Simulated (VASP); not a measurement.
# PbS (rocksalt type) (Fm-3m) in VASP: further runs, part 2 of 2

VASP 6.6.1. Earlier steps stand in the parts before.

### Step 3. Single point, PBE

This run uses another cell than the first one, of 27.11 Å³/atom.

The input, INCAR:

```
SYSTEM = PbS
  PREC = Accurate
  ENCUT = 520
  EDIFF = 1E-7
  ISMEAR = -1
  SIGMA = 0.05
  LREAL = .FALSE.
  LASPH = .TRUE.
  NELM = 80
  ALGO = Normal
  ISIF = 2
  LWAVE = .FALSE.
  LCHARG = .FALSE.
  GGA = PE
  NBANDS = 17
```

The input, KPOINTS:

```
Automatic mesh
0
G
  13 13 13
  0 0 0
```

The input, POSCAR:

```
PbS
1.0
    0.0000000000      3.0042426297      3.0042426297
    3.0042426297      0.0000000000      3.0042426297
    3.0042426297      3.0042426297      0.0000000000
Pb S
1 1
Direct
    0.0000000000      0.0000000000      0.0000000000
    0.5000000000      0.5000000000      0.5000000000
```

Potentials or basis: VASP PAW PBE potentials, release 64 (Pb_d, S).

Command:

```
$ cat potpaw_PBE.64/Pb_d/POTCAR potpaw_PBE.64/S/POTCAR > POTCAR
$ mpirun -np 1 vasp_std > vasp.out
```

OUTCAR:

```text
SYSTEM = PbS
   PREC = Accurate
   ENCUT = 520
   EDIFF = 1E-7
   ISMEAR = -1
   LREAL = .FALSE.
   LASPH = .TRUE.
   NELM = 80
   ISIF = 2
   GGA = PE

 ion  position               nearest neighbor table
   1  0.000  0.000  0.000-   2 3.00   2 3.00   2 3.00   2 3.00   2 3.00   2 3.00
   2  0.500  0.500  0.500-   1 3.00   1 3.00   1 3.00   1 3.00   1 3.00   1 3.00

  LATTYP: Found a face centered cubic cell.
 ALAT       =     6.0084852594

  Lattice vectors:

 A1 = (   0.0000000000,   3.0042426297,   3.0042426297)
 A2 = (   3.0042426297,   0.0000000000,   3.0042426297)
 A3 = (   3.0042426297,   3.0042426297,   0.0000000000)

Analysis of symmetry for initial positions (statically):
=====================================================================
 Subroutine PRICEL returns:
 Original cell was already a primitive cell.

 Routine SETGRP: Setting up the symmetry group for a
 face centered cubic supercell.

 Subroutine GETGRP returns: Found 48 space group operations
 (whereof 48 operations were pure point group operations)
 out of a pool of 48 trial point group operations.

The static configuration has the point symmetry O_h .

Analysis of symmetry for dynamics (positions and initial velocities):
=====================================================================
 Subroutine PRICEL returns:
 Original cell was already a primitive cell.

 Routine SETGRP: Setting up the symmetry group for a
 face centered cubic supercell.

 Subroutine GETGRP returns: Found 48 space group operations
 (whereof 48 operations were pure point group operations)
 out of a pool of 48 trial point group operations.

The dynamic configuration has the point symmetry O_h .

 Subroutine INISYM returns: Found 48 space group operations
 (whereof 48 operations are pure point group operations),
 and found     1 'primitive' translations

----------------------------------------------------------------------------------------

                                     Primitive cell
[... 109 lines left out ...]
   IMIX   =      4    mixing-type and parameters
     AMIX     =   0.40;   BMIX     =  1.00
     AMIX_MAG =   1.60;   BMIX_MAG =  1.00
  volume/ion in A,a.u.               =      27.11       182.98
  Fermi-wavevector in a.u.,A,eV,Ry     =   1.174014  2.218564 18.753021  1.378308
  Thomas-Fermi vector in A             =   2.310418
   LORBIT       =      0    0 simple, 1 ext, 2 COOP (PROOUT), +10 PAW based schemes
   GGA     = PE    functional components
   LHFCALC =     F    Hartree Fock is set to
   AEXX    =    0.0000 exact exchange contribution
   IVDW    =     0    specifies the selected vdW correction
   LEPSILON=     F    determine dielectric tensor
   LRPA    =     F    only Hartree local field effects (RPA)
 non-spin polarized calculation
  energy-cutoff  :      520.00
  volume of cell :       54.23
 maximum number of plane-waves:      1476
   NGX = 15   NGY = 15   NGZ = 15

 number of electron      20.0000003 magnetization

 Free energy of the ion-electron system (eV)
  ---------------------------------------------------
  ext. energy  EPLUGINS =         0.00000000
  ---------------------------------------------------
  free energy    TOTEN  =        -8.76946301 eV

  energy without entropy =       -8.76945647  energy(sigma->0) =       -8.76945974

 E-fermi :   5.5437     XC(G=0):  -9.5014

 val. band max:        5.2022577114   @ k =   0.4615   0.0000   0.0000
 cond. band min:       5.8854475601   @ k =   0.4615   0.0000   0.0000
 fundamental gap:      0.6831898488
 Fermi energy:         5.5437321931

 k-point     1 :       0.0000    0.0000    0.0000
  band No.  band energies     occupation
      1     -11.4442      2.00000
      2     -11.4442      2.00000
      3     -11.4442      2.00000
      4     -11.4268      2.00000
      5     -11.4268      2.00000
      6      -7.9327      2.00000
[... 457 lines left out ...]
      4     -11.4142      2.00000
      5     -11.3999      2.00000
      6      -6.7913      2.00000
[... 9 lines left out ...]
     16      15.8390      0.00000
     17      16.0994      0.00000

 [... further k-points ...]

------------------------ aborting loop because EDIFF is reached ----------------------------------------

  FORCE on cell =-STRESS in cart. coord.  units (eV):
  Direction    XX          YY          ZZ          XY          YZ          ZX
  --------------------------------------------------------------------------------------
  -------------------------------------------------------------------------------------
  Total       -0.0197644     -0.0197644     -0.0197644     -0.0000000     -0.0000000      0.0000000
  in kB       -0.5839268     -0.5839268     -0.5839268     -0.0000000     -0.0000000      0.0000000
  external PRESSURE =      -0.5839268 kB  Pullay stress =       0.0000000 kB

 VOLUME and BASIS-vectors are now :
 -----------------------------------------------------------------------------
  energy-cutoff  :      520.00
  volume of cell :       54.23
      direct lattice vectors                 reciprocal lattice vectors
     0.000000000  3.004242630  3.004242630    -0.166431298  0.166431298  0.166431298
     3.004242630  0.000000000  3.004242630     0.166431298 -0.166431298  0.166431298
     3.004242630  3.004242630  0.000000000     0.166431298  0.166431298 -0.166431298

 POSITION                                       TOTAL-FORCE (eV/Angst)
 -----------------------------------------------------------------------------------
      0.00000      0.00000      0.00000         0.000000      0.000000      0.000000
      3.00424      3.00424      3.00424        -0.000000     -0.000000     -0.000000
 -----------------------------------------------------------------------------------
    total drift:                                0.000000     -0.000000     -0.000000

  FREE ENERGIE OF THE ION-ELECTRON SYSTEM (eV)
  ---------------------------------------------------
  free  energy   TOTEN  =        -8.7694630091 eV

  energy  without entropy=       -8.7694564729  energy(sigma->0) =       -8.76945974
```

It took 20 s on 1 thread of Intel Xeon 6975P-C (Granite Rapids), shared host; peak memory 0.22 GiB.

What came out:

* Free energy: -8.7695 eV
* Pressure: -0.1 GPa

Levels at points of the mesh, in eV from the Fermi level:
```csv
k point,band 8,band 9,band 10,band 11,band 12,band 13
"(0.00, 0.00, 0.00)",-2.20,-2.20,-2.20,4.88,4.88,4.88
```

Caveat: this odd mesh misses L, so gap, dielectric constants and Born charges aren't listed; spin-orbit coupling is left out, which moves the levels of the heavy elements.
